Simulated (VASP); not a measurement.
# Ca: single point with LDA

The system is Ca.

```
Ca
1.0
     0.00000    2.67145    2.67145
     2.67145    0.00000    2.67145
     2.67145    2.67145    0.00000
Ca
1
Direct
  0.00000 0.00000 0.00000
```

```yaml
Program: VASP 6.6.1
Task: single point
Functional: LDA
Potentials_or_basis: VASP PAW LDA potentials, release 64 (Ca_sv)
Cutoff: 520 eV
k_mesh: 6 × 6 × 6
Occupations: fermi-dirac, width 0.1 eV
Spin: no spin polarisation
```

```yaml
Pressure: 0.0 GPa
Band_gap_on_the_k_mesh: zero (band 5 reaches 2.21 eV, above the bottom of band 6 at 2.19 eV)
```

Levels at points of the mesh, in eV from the Fermi level:
```tsv
k point	band 2	band 3	band 4	band 5	band 6	band 7	band 8	band 9
(0.00, 0.00, 0.00)	-22.54	-22.54	-22.54	-4.23	2.32	2.32	2.32	3.53
(0.50, 0.00, 0.00)	-22.75	-22.57	-22.57	-1.11	-0.04	2.20	2.20	4.31
(0.50, 0.50, 0.00)	-22.74	-22.62	-22.62	-0.62	0.41	1.18	4.30	4.51
```

Run time: 2.9 s on 1 thread of Intel(R) Xeon(R) 6975P-C (Granite Rapids), on a shared host, peak memory 0.13 GiB.
